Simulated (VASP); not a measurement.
# NbCoNi2 (P4/mmm) in VASP: single point with PBE

Aim: the single point of NbCoNi2 with PBE.

Everything below comes from runs of VASP 6.6.1. Logs are shortened: lines on timing, memory, paths and dates and some standing lists are left out, and cuts for length are marked.

## (1) The cell of the first run

The structure is tetragonal, space group P4/mmm (No. 123). Conventional cell: a = 3.737 Å, b = 3.737 Å, c = 3.665 Å, α = 90.00°, β = 90.00°, γ = 90.00°. Within 3.5 Å of Co (site symmetry 4/mmm) lie 8 Ni at 2.62 Å and 4 Nb at 2.64 Å. Within 3.5 Å of Ni (site symmetry mmm) lie 4 Co at 2.62 Å and 4 Nb at 2.62 Å and 4 Ni at 2.64 Å. Nb (site symmetry 4/mmm) has 8 Ni at 2.62 Å and 4 Co at 2.64 Å within 3.5 Å.

## (2) Single point, PBE

INCAR

```
SYSTEM = NbCoNi2
PREC = Accurate
ENCUT = 600
EDIFF = 1E-6
ISMEAR = 0
SIGMA = 0.1752
LREAL = .FALSE.
LASPH = .TRUE.
NELM = 120
ALGO = Normal
ISIF = 2
LWAVE = .FALSE.
LCHARG = .FALSE.
GGA = PE
NBANDS = 29
GGA_COMPAT = .FALSE.
```

KPOINTS

```
regular mesh
0
G
  9 9 9
  0 0 0
```

POSCAR

```
NbCoNi2
1.0
    3.7366550000      0.0000000000      0.0000000000
    0.0000000000      3.7366550000      0.0000000000
    0.0000000000      0.0000000000      3.6652290000
Co Ni Nb
1 2 1
Direct
    0.5000000000      0.5000000000      0.0000000000
    0.0000000000      0.5000000000      0.5000000000
    0.5000000000      0.0000000000      0.5000000000
    0.0000000000      0.0000000000      0.0000000000
```

Potentials or basis: VASP PAW PBE potentials, release 64 (Co, Ni, Nb_sv).

On the command line:

```sh
$ cat potpaw_PBE.64/Co/POTCAR potpaw_PBE.64/Ni/POTCAR potpaw_PBE.64/Nb_sv/POTCAR > POTCAR
$ mpirun -np 1 vasp_std > vasp.out
```

OUTCAR:

```text
SYSTEM = NbCoNi2
   PREC = Accurate
   ENCUT = 600
   EDIFF = 1E-6
   ISMEAR = 0
   LREAL = .FALSE.
   LASPH = .TRUE.
   NELM = 120
   ISIF = 2
   GGA = PE

 ion  position               nearest neighbor table
   1  0.500  0.500  0.000-   2 2.62   3 2.62   2 2.62   3 2.62   3 2.62   3 2.62   2 2.62   2 2.62
                             4 2.64   4 2.64   4 2.64   4 2.64
   2  0.000  0.500  0.500-   1 2.62   4 2.62   1 2.62   4 2.62   4 2.62   4 2.62   1 2.62   1 2.62
                             3 2.64   3 2.64   3 2.64   3 2.64
   3  0.500  0.000  0.500-   1 2.62   4 2.62   1 2.62   4 2.62   1 2.62   1 2.62   4 2.62   4 2.62
                             2 2.64   2 2.64   2 2.64   2 2.64
   4  0.000  0.000  0.000-   2 2.62   3 2.62   2 2.62   3 2.62   2 2.62   2 2.62   3 2.62   3 2.62
                             1 2.64   1 2.64   1 2.64   1 2.64

  LATTYP: Found a simple tetragonal cell.
 ALAT       =     3.7366550000
 C/A-ratio  =     0.9808850429

  Lattice vectors:

 A1 = (   3.7366550000,   0.0000000000,   0.0000000000)
 A2 = (   0.0000000000,   3.7366550000,   0.0000000000)
 A3 = (   0.0000000000,   0.0000000000,   3.6652290000)

Analysis of symmetry for initial positions (statically):
=====================================================================
 Subroutine PRICEL returns:
 Original cell was already a primitive cell.

 Routine SETGRP: Setting up the symmetry group for a
 simple tetragonal supercell.

 Subroutine GETGRP returns: Found 16 space group operations
 (whereof 16 operations were pure point group operations)
 out of a pool of 16 trial point group operations.

The static configuration has the point symmetry D_4h.

Analysis of symmetry for dynamics (positions and initial velocities):
=====================================================================
 Subroutine PRICEL returns:
 Original cell was already a primitive cell.

 Routine SETGRP: Setting up the symmetry group for a
 simple tetragonal supercell.

 Subroutine GETGRP returns: Found 16 space group operations
 (whereof 16 operations were pure point group operations)
 out of a pool of 16 trial point group operations.

The dynamic configuration has the point symmetry D_4h.

 Subroutine INISYM returns: Found 16 space group operations
 (whereof 16 operations are pure point group operations),
 and found     1 'primitive' translations

----------------------------------------------------------------------------------------

                                     Primitive cell

  volume of cell :      51.1761

  direct lattice vectors                    reciprocal lattice vectors
     3.736655000  0.000000000  0.000000000     0.267619034  0.000000000  0.000000000
     0.000000000  3.736655000  0.000000000     0.000000000  0.267619034  0.000000000
     0.000000000  0.000000000  3.665229000     0.000000000  0.000000000  0.272834249

  length of vectors
     3.736655000  3.736655000  3.665229000     0.267619034  0.267619034  0.272834249

  position of ions in fractional coordinates (direct lattice)
     0.500000000  0.500000000  0.000000000
     0.000000000  0.500000000  0.500000000
     0.500000000  0.000000000  0.500000000
     0.000000000  0.000000000  0.000000000

  ion indices of the primitive-cell ions
   primitive index   ion index
                 1           1
                 2           2
                 3           3
                 4           4

----------------------------------------------------------------------------------------

 KPOINTS: regular mesh

Automatic generation of k-mesh.
 Grid dimensions read from file:
 generate k-points for:    9    9    9

 Generating k-lattice:

  Cartesian coordinates                     Fractional coordinates (reciprocal lattice)
     0.029735448  0.000000000  0.000000000     0.111111111  0.000000000  0.000000000
     0.000000000  0.029735448  0.000000000     0.000000000  0.111111111  0.000000000
     0.000000000  0.000000000  0.030314917     0.000000000  0.000000000  0.111111111

  Length of vectors
     0.029735448  0.029735448  0.030314917

  Shift w.r.t. Gamma in fractional coordinates (k-lattice)
     0.000000000  0.000000000  0.000000000

 Subroutine IBZKPT returns following result:
 ===========================================

 Found     75 irreducible k-points:

 Following reciprocal coordinates:
            Coordinates               Weight
  0.000000  0.000000  0.000000      1.000000
  0.111111  0.000000  0.000000      4.000000
  0.222222  0.000000  0.000000      4.000000
  0.333333  0.000000  0.000000      4.000000
  0.444444  0.000000  0.000000      4.000000
  0.111111  0.111111  0.000000      4.000000
[... 16 lines left out ...]
  0.333333  0.111111  0.111111     16.000000
  0.444444  0.111111  0.111111     16.000000
 [... further k-points ...]
   k-points           NKPTS =     75   k-points in BZ     NKDIM =     75   number of bands    NBANDS=     29
   number of dos      NEDOS =    301   number of ions     NIONS =      4
   total plane-waves  NPLWV =  27000
   dimension x,y,z NGX =    30 NGY =   30 NGZ =   30
   dimension x,y,z NGXF=    60 NGYF=   60 NGZF=   60
   ions per type =               1   2   1
   NGX,Y,Z   is equivalent  to a cutoff of  13.35, 13.35, 13.61 a.u.
   NGXF,Y,Z  is equivalent  to a cutoff of  26.69, 26.69, 27.21 a.u.
 SYSTEM =  NbCoNi2
   PREC   = accura    normal or accurate (medium, high low for compatibility)
   ISTART =      0    job   : 0-new  1-cont  2-samecut
   ICHARG =      2    charge: 1-file 2-atom 10-const
   ISPIN  =      1    spin polarized calculation?
   LNONCOLLINEAR =      F non collinear calculations
   LSORBIT =      F    spin-orbit coupling
   LASPH  =      T    aspherical Exc in radial PAW
   ENCUT  =  600.0 eV  44.10 Ry    6.64 a.u.   7.46  7.46  7.32*2*pi/ulx,y,z
   NELM   =    120;   NELMIN=  2; NELMDL= -5     # of ELM steps
   EDIFF  = 0.1E-05   stopping-criterion for ELM
   LREAL  =      F    real-space projection
   EDIFFG = 0.1E-04   stopping-criterion for IOM
   NSW    =      0    number of steps for IOM
   IBRION =     -1    ionic relax: 0-MD 1-quasi-New 2-CG
   NFREE  =      0    steps in history (QN), initial steepest desc. (CG)
   ISIF   =      2    stress and relaxation
   ISYM   =      2    0-nonsym 1-usesym 2-fastsym
   POTIM  = 0.5000    time-step for ionic-motion
   TEBEG  =    0.0;   TEEND  =   0.0 temperature during run
   PSTRESS=    0.0 pullay stress
   NELECT =      42.0000    total number of electrons
   NUPDOWN=      -1.0000    fix difference up-down
   EMIN   =  10.00;   EMAX   =-10.00  energy-range for DOS
   EFERMI =   0.00;   METHOD = LEGACY
   ISMEAR =     0;   SIGMA  =   0.18  broadening in eV -4-tet -1-fermi 0-gaus
   EFERMI_NEDOS =   21; number of points for ismear=-14 and -15
   IALGO  =     38    algorithm
   IMIX   =      4    mixing-type and parameters
     AMIX     =   0.40;   BMIX     =  1.00
     AMIX_MAG =   1.60;   BMIX_MAG =  1.00
  volume/ion in A,a.u.               =      12.79        86.34
  Fermi-wavevector in a.u.,A,eV,Ry     =   1.532741  2.896461 31.964115  2.349296
  Thomas-Fermi vector in A             =   2.639905
   LORBIT       =      0    0 simple, 1 ext, 2 COOP (PROOUT), +10 PAW based schemes
   GGA     = PE    functional components
   LHFCALC =     F    Hartree Fock is set to
   AEXX    =    0.0000 exact exchange contribution
   IVDW    =     0    specifies the selected vdW correction
   LEPSILON=     F    determine dielectric tensor
   LRPA    =     F    only Hartree local field effects (RPA)
 non-spin polarized calculation
 Gauss-broadening in eV      SIGMA  =   0.18
  energy-cutoff  :      600.00
  volume of cell :       51.18
 maximum number of plane-waves:      1731
 NGX is ok and might be reduce to    30
   NGX = 15   NGY = 15   NGZ = 15

 number of electron      41.9999985 magnetization

 Free energy of the ion-electron system (eV)
  ---------------------------------------------------
  ext. energy  EPLUGINS =         0.00000000
  ---------------------------------------------------
  free energy    TOTEN  =       -29.07701225 eV

  energy without entropy =      -29.05824765  energy(sigma->0) =      -29.06762995

 E-fermi :  10.5422     XC(G=0): -12.9617

 val. band max:       10.4596595497   @ k =   0.4444   0.4444   0.4444
 cond. band min:      10.5790167415   @ k =   0.4444   0.0000   0.1111
 fundamental gap:      0.1193571917
 Fermi energy:        10.5422492868

 k-point     1 :       0.0000    0.0000    0.0000
  band No.  band energies     occupation
      1     -45.0803      2.00000
      2     -21.1214      2.00000
      3     -21.0889      2.00000
      4     -21.0889      2.00000
      5       2.1296      2.00000
      6       5.2887      2.00000
[... 21 lines left out ...]
     28      13.3930      0.00000
     29      20.3471      0.00000

 k-point     2 :       0.1111    0.0000    0.0000
  band No.  band energies     occupation
      1     -45.0798      2.00000
      2     -21.1215      2.00000
      3     -21.0992      2.00000
      4     -21.0891      2.00000
      5       2.2895      2.00000
      6       5.3756      2.00000
[... 21 lines left out ...]
     28      14.2636      0.00000
     29      20.4426      0.00000

 k-point     3 :       0.2222    0.0000    0.0000
  band No.  band energies     occupation
      1     -45.0784      2.00000
      2     -21.1252      2.00000
      3     -21.1218      2.00000
      4     -21.0895      2.00000
      5       2.7531      2.00000
      6       5.5980      2.00000
[... 21 lines left out ...]
     28      15.5047      0.00000
     29      19.6421      0.00000

 k-point     4 :       0.3333    0.0000    0.0000
  band No.  band energies     occupation
      1     -45.0768      2.00000
      2     -21.1547      2.00000
      3     -21.1221      2.00000
      4     -21.0900      2.00000
      5       3.4697      2.00000
      6       5.6758      2.00000
[... 597 lines left out ...]
     28      15.3905      0.00000
     29      19.8119      0.00000

 k-point    23 :       0.3333    0.1111    0.1111
  band No.  band energies     occupation
      1     -45.0758      2.00000
      2     -21.1523      2.00000
      3     -21.1327      2.00000
      4     -21.0984      2.00000
      5       3.7473      2.00000
      6       5.8746      2.00000
[... 21 lines left out ...]
     28      16.4608      0.00000
     29      18.9830      0.00000

 k-point    24 :       0.4444    0.1111    0.1111
  band No.  band energies     occupation
      1     -45.0748      2.00000
      2     -21.1703      2.00000
      3     -21.1327      2.00000
      4     -21.0983      2.00000
      5       4.5865      2.00000
      6       5.4369      2.00000
[... 21 lines left out ...]
     28      17.4462      0.00000
     29      18.1970      0.00000

 [... further k-points ...]

------------------------ aborting loop because EDIFF is reached ----------------------------------------

  FORCE on cell =-STRESS in cart. coord.  units (eV):
  Direction    XX          YY          ZZ          XY          YZ          ZX
  --------------------------------------------------------------------------------------
  -------------------------------------------------------------------------------------
  Total       -3.8599509     -3.8599509     -0.6515693      0.0000000      0.0000000      0.0000000
  in kB     -120.8440410   -120.8440410    -20.3987751      0.0000000      0.0000000      0.0000000
  external PRESSURE =     -87.3622857 kB  Pullay stress =       0.0000000 kB

 VOLUME and BASIS-vectors are now :
 -----------------------------------------------------------------------------
  energy-cutoff  :      600.00
  volume of cell :       51.18
      direct lattice vectors                 reciprocal lattice vectors
     3.736655000  0.000000000  0.000000000     0.267619034  0.000000000  0.000000000
     0.000000000  3.736655000  0.000000000     0.000000000  0.267619034  0.000000000
     0.000000000  0.000000000  3.665229000     0.000000000  0.000000000  0.272834249

 POSITION                                       TOTAL-FORCE (eV/Angst)
 -----------------------------------------------------------------------------------
      1.86833      1.86833      0.00000         0.000000      0.000000      0.000000
      0.00000      1.86833      1.83261         0.000000      0.000000      0.000000
      1.86833      0.00000      1.83261         0.000000      0.000000      0.000000
      0.00000      0.00000      0.00000         0.000000      0.000000      0.000000
 -----------------------------------------------------------------------------------
    total drift:                                0.000000      0.000000     -0.000000

  FREE ENERGIE OF THE ION-ELECTRON SYSTEM (eV)
  ---------------------------------------------------
  free  energy   TOTEN  =       -29.0770122527 eV

  energy  without entropy=      -29.0582476483  energy(sigma->0) =      -29.06762995
```

It took 88 s on 1 thread of Intel Xeon Platinum 8488C (Sapphire Rapids), shared host; peak memory 0.27 GiB.

Results:

```yaml
Free_energy: -29.0770 eV
Pressure: -8.7 GPa
Band_gap_on_the_k_mesh: zero (band 21 reaches 11.74 eV, above the bottom of band 22 at 10.36 eV)
```

Spin polarisation is off, so any magnetic state and its effect on volume and gap are missing.
